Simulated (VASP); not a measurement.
# BiTe (Fm-3m) in VASP: settings compared, part 2 of 2

VASP 6.6.1. Earlier steps stand in the parts before.

### Step 4. Single point, PBE

INCAR reads:

```
PREC     = Accurate       # precision mode
ENCUT    = 520            # plane-wave cutoff, eV
EDIFF    = 1E-7           # SCF threshold, eV
ISMEAR   = -1             # smearing method
SIGMA    = 0.05           # smearing width, eV
LREAL    = False          # projectors in reciprocal space
LASPH    = True           # aspherical terms in the spheres
NELM     = 100            # most SCF steps
ALGO     = Normal         # electronic algorithm
ISIF     = 2              # what is computed and relaxed
LWAVE    = False          # write WAVECAR
LCHARG   = False          # write CHGCAR
GGA      = PE             # functional
NBANDS   = 18             # bands
```

KPOINTS reads:

```
Automatic mesh
0
Gamma
  4 4 4
```

POSCAR reads:

```
BiTe
1.0
    0.0000000000      3.2350000000      3.2350000000
    3.2350000000      0.0000000000      3.2350000000
    3.2350000000      3.2350000000      0.0000000000
Bi Te
1 1
Direct
    0.0000000000      0.0000000000      0.0000000000
    0.5000000000      0.5000000000      0.5000000000
```

Potentials or basis: VASP PAW PBE potentials, release 64 (Bi_d, Te).

Run with:

```console
$ cat potpaw_PBE.64/Bi_d/POTCAR potpaw_PBE.64/Te/POTCAR > POTCAR
$ mpirun -np 1 vasp_std > vasp.out
```

OUTCAR:

```text
PREC = Accurate
   ENCUT = 520
   EDIFF = 1E-7
   ISMEAR = -1
   LREAL = False
   LASPH = True
   NELM = 100
   ISIF = 2
   GGA = PE

 ion  position               nearest neighbor table
   1  0.000  0.000  0.000-   2 3.23   2 3.23   2 3.23   2 3.23   2 3.23   2 3.23
   2  0.500  0.500  0.500-   1 3.23   1 3.23   1 3.23   1 3.23   1 3.23   1 3.23

  LATTYP: Found a face centered cubic cell.
 ALAT       =     6.4700000000

  Lattice vectors:

 A1 = (   0.0000000000,   3.2350000000,   3.2350000000)
 A2 = (   3.2350000000,   0.0000000000,   3.2350000000)
 A3 = (   3.2350000000,   3.2350000000,   0.0000000000)

Analysis of symmetry for initial positions (statically):
=====================================================================
 Subroutine PRICEL returns:
 Original cell was already a primitive cell.

 Routine SETGRP: Setting up the symmetry group for a
 face centered cubic supercell.

 Subroutine GETGRP returns: Found 48 space group operations
 (whereof 48 operations were pure point group operations)
 out of a pool of 48 trial point group operations.

The static configuration has the point symmetry O_h .

Analysis of symmetry for dynamics (positions and initial velocities):
=====================================================================
 Subroutine PRICEL returns:
 Original cell was already a primitive cell.

 Routine SETGRP: Setting up the symmetry group for a
 face centered cubic supercell.

 Subroutine GETGRP returns: Found 48 space group operations
 (whereof 48 operations were pure point group operations)
 out of a pool of 48 trial point group operations.

The dynamic configuration has the point symmetry O_h .

 Subroutine INISYM returns: Found 48 space group operations
 (whereof 48 operations are pure point group operations),
 and found     1 'primitive' translations
[... 90 lines left out ...]
   NUPDOWN=      -1.0000    fix difference up-down
   EMIN   =  10.00;   EMAX   =-10.00  energy-range for DOS
   EFERMI =   0.00;   METHOD = LEGACY
   ISMEAR =    -1;   SIGMA  =   0.05  broadening in eV -4-tet -1-fermi 0-gaus
   EFERMI_NEDOS =   21; number of points for ismear=-14 and -15
   IALGO  =     38    algorithm
   IMIX   =      4    mixing-type and parameters
     AMIX     =   0.40;   BMIX     =  1.00
     AMIX_MAG =   1.60;   BMIX_MAG =  1.00
  volume/ion in A,a.u.               =      33.86       228.46
  Fermi-wavevector in a.u.,A,eV,Ry     =   1.108146  2.094092 16.707785  1.227988
  Thomas-Fermi vector in A             =   2.244669
   LORBIT       =      0    0 simple, 1 ext, 2 COOP (PROOUT), +10 PAW based schemes
   GGA     = PE    functional components
   LHFCALC =     F    Hartree Fock is set to
   AEXX    =    0.0000 exact exchange contribution
   IVDW    =     0    specifies the selected vdW correction
   LEPSILON=     F    determine dielectric tensor
   LRPA    =     F    only Hartree local field effects (RPA)
 non-spin polarized calculation
  energy-cutoff  :      520.00
  volume of cell :       67.71
 maximum number of plane-waves:      1847
 NGX is ok and might be reduce to    36
   NGX = 17   NGY = 17   NGZ = 17

 number of electron      21.0000001 magnetization

 Free energy of the ion-electron system (eV)
  ---------------------------------------------------
  ext. energy  EPLUGINS =         0.00000000
  ---------------------------------------------------
  free energy    TOTEN  =        -7.21016610 eV

  energy without entropy =       -7.18684597  energy(sigma->0) =       -7.19850603

 E-fermi :   6.6332     XC(G=0):  -9.4245

 val. band max:        6.5725316499   @ k =  -0.2500   0.2500   0.0000
 cond. band min:       6.6531217945   @ k =  -0.2500   0.2500   0.0000
 fundamental gap:      0.0805901446
 Fermi energy:         6.6331784915

 k-point     1 :       0.0000    0.0000    0.0000
  band No.  band energies     occupation
      1     -16.4738      2.00000
      2     -16.4738      2.00000
      3     -16.4726      2.00000
      4     -16.4726      2.00000
      5     -16.4726      2.00000
      6      -6.8627      2.00000
[... 145 lines left out ...]
      5     -16.4621      2.00000
      6      -4.5623      2.00000
[... 10 lines left out ...]
     17      16.4153      0.00000
     18      17.3818      0.00000

------------------------ aborting loop because EDIFF is reached ----------------------------------------

  FORCE on cell =-STRESS in cart. coord.  units (eV):
  Direction    XX          YY          ZZ          XY          YZ          ZX
  --------------------------------------------------------------------------------------
  -------------------------------------------------------------------------------------
  Total        0.2702964      0.2702964      0.2702964     -0.0000000      0.0000000      0.0000000
  in kB        6.3958459      6.3958459      6.3958459     -0.0000000      0.0000000      0.0000000
  external PRESSURE =       6.3958459 kB  Pullay stress =       0.0000000 kB

 VOLUME and BASIS-vectors are now :
 -----------------------------------------------------------------------------
  energy-cutoff  :      520.00
  volume of cell :       67.71
      direct lattice vectors                 reciprocal lattice vectors
     0.000000000  3.235000000  3.235000000    -0.154559505  0.154559505  0.154559505
     3.235000000  0.000000000  3.235000000     0.154559505 -0.154559505  0.154559505
     3.235000000  3.235000000  0.000000000     0.154559505  0.154559505 -0.154559505

 POSITION                                       TOTAL-FORCE (eV/Angst)
 -----------------------------------------------------------------------------------
      0.00000      0.00000      0.00000         0.000000     -0.000000     -0.000000
      3.23500      3.23500      3.23500         0.000000      0.000000      0.000000
 -----------------------------------------------------------------------------------
    total drift:                               -0.000000      0.000000      0.000000

  FREE ENERGIE OF THE ION-ELECTRON SYSTEM (eV)
  ---------------------------------------------------
  free  energy   TOTEN  =        -7.2101660971 eV

  energy  without entropy=       -7.1868459655  energy(sigma->0) =       -7.19850603
```

OSZICAR:

```text
N       E                     dE             d eps       ncg     rms          rms(c)
DAV:   1     0.159315548033E+03    0.15932E+03   -0.98478E+03   288   0.114E+03
DAV:   2     0.454094109538E+01   -0.15477E+03   -0.15113E+03   320   0.320E+02
DAV:   3    -0.689438240856E+01   -0.11435E+02   -0.11319E+02   344   0.872E+01
DAV:   4    -0.721886382663E+01   -0.32448E+00   -0.32420E+00   366   0.158E+01
DAV:   5    -0.723050359380E+01   -0.11640E-01   -0.11639E-01   426   0.268E+00    0.594E+00
DAV:   6    -0.720520647680E+01    0.25297E-01   -0.90883E-02   374   0.184E+00    0.349E+00
DAV:   7    -0.720978414382E+01   -0.45777E-02   -0.21838E-02   356   0.750E-01    0.650E-01
DAV:   8    -0.721002639938E+01   -0.24226E-03   -0.30600E-03   344   0.370E-01    0.958E-02
DAV:   9    -0.721015717999E+01   -0.13078E-03   -0.31599E-04   334   0.105E-01    0.322E-02
DAV:  10    -0.721016203924E+01   -0.48593E-05   -0.10670E-05   408   0.191E-02    0.244E-02
DAV:  11    -0.721016605143E+01   -0.40122E-05   -0.11060E-05   304   0.193E-02    0.709E-03
DAV:  12    -0.721016582107E+01    0.23036E-06   -0.91107E-07   372   0.752E-03    0.261E-03
DAV:  13    -0.721016595848E+01   -0.13741E-06   -0.17954E-07   268   0.311E-03    0.910E-04
DAV:  14    -0.721016610233E+01   -0.14385E-06   -0.11240E-08   168   0.581E-04    0.523E-04
DAV:  15    -0.721016609708E+01    0.52482E-08   -0.11815E-09   162   0.263E-04
   1 F= -.72101661E+01 E0= -.71985060E+01  d E =-.233201E-01
```

Run time: 10 s. Hardware: 1 thread of Intel Xeon Platinum 8488C (Sapphire Rapids), shared host; peak memory 0.2 GiB.

What came out:

- Free energy: -7.2102 eV
- Pressure: 0.6 GPa

Caveat: the k points lie up to 0.42 Å⁻¹ apart; spin-orbit coupling is left out, which moves the levels of the heavy elements.

### Step 5. Single point, r2SCAN

This run uses another cell than the first one, of 25.11 Å³/atom, 0.742 times its volume.

POSCAR reads:

```
BiTe
1.0
    0.0000000000      2.9281427453      2.9281427453
    2.9281427453      0.0000000000      2.9281427453
    2.9281427453      2.9281427453      0.0000000000
Bi Te
1 1
Direct
    0.0000000000      0.0000000000      0.0000000000
    0.5000000000      0.5000000000      0.5000000000
```

INCAR.step1 reads:

```
PREC = Accurate
ENCUT = 520
ISMEAR = -1
SIGMA = 0.05
LREAL = F
LASPH = T
NELM = 60
NBANDS = 18
GGA = PE
ALGO = Normal
EDIFF = 1E-4
LWAVE = T
LCHARG = F
```

INCAR.step2 reads:

```
PREC = Accurate
ENCUT = 520
EDIFF = 1E-7
ISMEAR = -1
SIGMA = 0.05
LREAL = F
LASPH = T
NELM = 60
ALGO = Normal
ISIF = 2
LWAVE = F
LCHARG = F
METAGGA = R2SCAN
LMIXTAU = T
NBANDS = 18
ISTART = 1
```

KPOINTS reads:

```
regular mesh
0
Gamma
  7 7 7
```

Potentials or basis: VASP PAW PBE potentials, release 64 (Bi_d, Te).

Run with:

```console
$ cat potpaw_PBE.64/Bi_d/POTCAR potpaw_PBE.64/Te/POTCAR > POTCAR
$ cp INCAR.step1 INCAR
$ mpirun -np 1 vasp_std > vasp.out
$ cp INCAR.step2 INCAR
$ mpirun -np 1 vasp_std > vasp.out
```

OUTCAR:

```text
PREC = Accurate
   ENCUT = 520
   EDIFF = 1E-7
   ISMEAR = -1
   LREAL = F
   LASPH = T
   NELM = 60
   ISIF = 2
   METAGGA = R2SCAN
   ISTART = 1

 ion  position               nearest neighbor table
   1  0.000  0.000  0.000-   2 2.93   2 2.93   2 2.93   2 2.93   2 2.93   2 2.93
   2  0.500  0.500  0.500-   1 2.93   1 2.93   1 2.93   1 2.93   1 2.93   1 2.93

  LATTYP: Found a face centered cubic cell.
 ALAT       =     5.8562854906

  Lattice vectors:

 A1 = (   0.0000000000,   2.9281427453,   2.9281427453)
 A2 = (   2.9281427453,   0.0000000000,   2.9281427453)
 A3 = (   2.9281427453,   2.9281427453,   0.0000000000)

Analysis of symmetry for initial positions (statically):
=====================================================================
 Subroutine PRICEL returns:
 Original cell was already a primitive cell.

 Routine SETGRP: Setting up the symmetry group for a
 face centered cubic supercell.

 Subroutine GETGRP returns: Found 48 space group operations
 (whereof 48 operations were pure point group operations)
 out of a pool of 48 trial point group operations.

The static configuration has the point symmetry O_h .

Analysis of symmetry for dynamics (positions and initial velocities):
=====================================================================
 Subroutine PRICEL returns:
 Original cell was already a primitive cell.

 Routine SETGRP: Setting up the symmetry group for a
 face centered cubic supercell.

 Subroutine GETGRP returns: Found 48 space group operations
 (whereof 48 operations were pure point group operations)
 out of a pool of 48 trial point group operations.

The dynamic configuration has the point symmetry O_h .

 Subroutine INISYM returns: Found 48 space group operations
 (whereof 48 operations are pure point group operations),
 and found     1 'primitive' translations

----------------------------------------------------------------------------------------

                                     Primitive cell

  volume of cell :      50.2119

  direct lattice vectors                    reciprocal lattice vectors
     0.000000000  2.928142745  2.928142745    -0.170756703  0.170756703  0.170756703
     2.928142745  0.000000000  2.928142745     0.170756703 -0.170756703  0.170756703
     2.928142745  2.928142745  0.000000000     0.170756703  0.170756703 -0.170756703

  length of vectors
     4.141019183  4.141019183  4.141019183     0.295759285  0.295759285  0.295759285

  position of ions in fractional coordinates (direct lattice)
     0.000000000  0.000000000  0.000000000
     0.500000000  0.500000000  0.500000000

  ion indices of the primitive-cell ions
   primitive index   ion index
                 1           1
                 2           2

----------------------------------------------------------------------------------------

 KPOINTS: regular mesh

Automatic generation of k-mesh.
 Grid dimensions read from file:
 generate k-points for:    7    7    7

 Generating k-lattice:

  Cartesian coordinates                     Fractional coordinates (reciprocal lattice)
    -0.024393815  0.024393815  0.024393815     0.142857143  0.000000000  0.000000000
     0.024393815 -0.024393815  0.024393815     0.000000000  0.142857143  0.000000000
     0.024393815  0.024393815 -0.024393815     0.000000000  0.000000000  0.142857143

  Length of vectors
     0.042251326  0.042251326  0.042251326

  Shift w.r.t. Gamma in fractional coordinates (k-lattice)
     0.000000000  0.000000000  0.000000000

 Subroutine IBZKPT returns following result:
 ===========================================

 Found     20 irreducible k-points:

 Following reciprocal coordinates:
            Coordinates               Weight
  0.000000  0.000000  0.000000      1.000000
  0.142857  0.000000  0.000000      8.000000
  0.285714  0.000000  0.000000      8.000000
  0.428571  0.000000  0.000000      8.000000
  0.142857  0.142857  0.000000      6.000000
  0.285714  0.142857  0.000000     24.000000
[... 12 lines left out ...]
 -0.428571  0.428571  0.142857     24.000000
 -0.285714  0.428571  0.142857     24.000000
   k-points           NKPTS =     20   k-points in BZ     NKDIM =     20   number of bands    NBANDS=     18
   number of dos      NEDOS =    301   number of ions     NIONS =      2
   total plane-waves  NPLWV =  32768
   dimension x,y,z NGX =    32 NGY =   32 NGZ =   32
   dimension x,y,z NGXF=    64 NGYF=   64 NGZF=   64
   ions per type =               1   1
   NGX,Y,Z   is equivalent  to a cutoff of  12.85, 12.85, 12.85 a.u.
   NGXF,Y,Z  is equivalent  to a cutoff of  25.69, 25.69, 25.69 a.u.
 SYSTEM =  unknown system
   PREC   = accura    normal or accurate (medium, high low for compatibility)
   ISTART =      1    job   : 0-new  1-cont  2-samecut
   ICHARG =      0    charge: 1-file 2-atom 10-const
   ISPIN  =      1    spin polarized calculation?
   LNONCOLLINEAR =      F non collinear calculations
   LSORBIT =      F    spin-orbit coupling
   LASPH  =      T    aspherical Exc in radial PAW
   ENCUT  =  520.0 eV  38.22 Ry    6.18 a.u.   7.70  7.70  7.70*2*pi/ulx,y,z
   NELM   =     60;   NELMIN=  2; NELMDL=  0     # of ELM steps
   EDIFF  = 0.1E-06   stopping-criterion for ELM
   LREAL  =      F    real-space projection
   EDIFFG = 0.1E-05   stopping-criterion for IOM
   NSW    =      0    number of steps for IOM
   IBRION =     -1    ionic relax: 0-MD 1-quasi-New 2-CG
   NFREE  =      0    steps in history (QN), initial steepest desc. (CG)
   ISIF   =      2    stress and relaxation
   ISYM   =      2    0-nonsym 1-usesym 2-fastsym
   POTIM  = 0.5000    time-step for ionic-motion
   TEBEG  =    0.0;   TEEND  =   0.0 temperature during run
   PSTRESS=    0.0 pullay stress
   NELECT =      21.0000    total number of electrons
   NUPDOWN=      -1.0000    fix difference up-down
   EMIN   =  10.00;   EMAX   =-10.00  energy-range for DOS
   EFERMI =   0.00;   METHOD = LEGACY
   ISMEAR =    -1;   SIGMA  =   0.05  broadening in eV -4-tet -1-fermi 0-gaus
   EFERMI_NEDOS =   21; number of points for ismear=-14 and -15
   IALGO  =     38    algorithm
   IMIX   =      4    mixing-type and parameters
     AMIX     =   0.40;   BMIX     =  1.00
     AMIX_MAG =   1.60;   BMIX_MAG =  1.00
  volume/ion in A,a.u.               =      25.11       169.42
  Fermi-wavevector in a.u.,A,eV,Ry     =   1.224275  2.313544 20.393086  1.498850
  Thomas-Fermi vector in A             =   2.359356
   LORBIT       =      0    0 simple, 1 ext, 2 COOP (PROOUT), +10 PAW based schemes
   METAGGA = R2SCAN    functional components
   LHFCALC =     F    Hartree Fock is set to
   AEXX    =    0.0000 exact exchange contribution
   IVDW    =     0    specifies the selected vdW correction
   LEPSILON=     F    determine dielectric tensor
   LRPA    =     F    only Hartree local field effects (RPA)
 non-spin polarized calculation
  energy-cutoff  :      520.00
  volume of cell :       50.21
 maximum number of plane-waves:      1363
   NGX = 15   NGY = 15   NGZ = 15

 number of electron      20.9999997 magnetization

 Free energy of the ion-electron system (eV)
  ---------------------------------------------------
  ext. energy  EPLUGINS =         0.00000000
  ---------------------------------------------------
  free energy    TOTEN  =       -82.76249581 eV

  energy without entropy =      -82.75515067  energy(sigma->0) =      -82.75882324

 E-fermi :  10.9866     XC(G=0): -11.5127

 val. band max:       10.8541600854   @ k =   0.1429   0.1429   0.0000
 cond. band min:      11.0114635299   @ k =   0.2857   0.0000   0.0000
 fundamental gap:      0.1573034445
 Fermi energy:        10.9865970481

 k-point     1 :       0.0000    0.0000    0.0000
  band No.  band energies     occupation
      1     -13.4046      2.00000
      2     -13.4046      2.00000
      3     -13.3693      2.00000
      4     -13.3693      2.00000
      5     -13.3693      2.00000
      6      -5.9591      2.00000
[... 10 lines left out ...]
     17      16.8959      0.00000
     18      18.1313      0.00000
[... 379 lines left out ...]
 k-point    20 :      -0.2857    0.4286    0.1429
  band No.  band energies     occupation
      1     -13.4615      2.00000
      2     -13.4099      2.00000
      3     -13.3625      2.00000
      4     -13.3511      2.00000
      5     -13.3304      2.00000
      6      -2.0981      2.00000
[... 10 lines left out ...]
     17      21.8704      0.00000
     18      23.2206      0.00000

------------------------ aborting loop because EDIFF is reached ----------------------------------------

  FORCE on cell =-STRESS in cart. coord.  units (eV):
  Direction    XX          YY          ZZ          XY          YZ          ZX
  --------------------------------------------------------------------------------------
  -------------------------------------------------------------------------------------
  Total        9.4175775      9.4175775      9.4175775      0.0000000      0.0000000     -0.0000000
  in kB      300.4990165    300.4990165    300.4990165      0.0000000      0.0000000     -0.0000000
  external PRESSURE =     300.4990165 kB  Pullay stress =       0.0000000 kB

 VOLUME and BASIS-vectors are now :
 -----------------------------------------------------------------------------
  energy-cutoff  :      520.00
  volume of cell :       50.21
      direct lattice vectors                 reciprocal lattice vectors
     0.000000000  2.928142745  2.928142745    -0.170756703  0.170756703  0.170756703
     2.928142745  0.000000000  2.928142745     0.170756703 -0.170756703  0.170756703
     2.928142745  2.928142745  0.000000000     0.170756703  0.170756703 -0.170756703

 POSITION                                       TOTAL-FORCE (eV/Angst)
 -----------------------------------------------------------------------------------
      0.00000      0.00000      0.00000        -0.000000      0.000000     -0.000000
      2.92814      2.92814      2.92814         0.000000     -0.000000      0.000000
 -----------------------------------------------------------------------------------
    total drift:                                0.000000     -0.000000     -0.000000

  FREE ENERGIE OF THE ION-ELECTRON SYSTEM (eV)
  ---------------------------------------------------
  free  energy   TOTEN  =       -82.7624958116 eV

  energy  without entropy=      -82.7551506687  energy(sigma->0) =      -82.75882324
```

Run time: 44 s. Hardware: 1 thread of Intel Xeon Platinum 8488C (Sapphire Rapids), shared host; peak memory 0.19 GiB.

What came out:

- Free energy: -82.7625 eV
- Pressure: 30.0 GPa

Caveat: the PAW data sets were made with another functional, which shifts forces and pressure a little; spin-orbit coupling is left out, which moves the levels of the heavy elements.

### Step 6. Summary

| level | potentials or basis | cell | k mesh | gap on the mesh (eV) | pressure (GPa) |
| --- | --- | --- | --- | --- | --- |
| LDA | VASP PAW LDA potentials, release 64 (Bi_d, Te) | a = 4.575 Å, angles 60.0°, 2 atoms | 7 × 7 × 7 | none | -2.6 |
| PBE | VASP PAW PBE potentials, release 64 (Bi_d, Te) | a = 4.575 Å, angles 60.0°, 2 atoms | 7 × 7 × 7 | none | 0.9 |
| PBE | VASP PAW PBE potentials, release 64 (Bi_d, Te) | a = 4.575 Å, angles 60.0°, 2 atoms | 4 × 4 × 4 | none | 0.6 |
| r2SCAN | VASP PAW PBE potentials, release 64 (Bi_d, Te) | a = 4.141 Å, angles 60.0°, 2 atoms | 7 × 7 × 7 | none | 30.0 |

Alike in all rows: task single point; no spin polarisation; cutoff (eV) 520; smearing fermi-dirac 0.05 eV.

Caveats: some runs use coarse meshes; spin-orbit coupling is left out, which moves the levels of the heavy elements; the PAW data sets were made with another functional, which shifts forces and pressure a little (some runs).

Absolute energies hang on the potentials; compare differences alone.
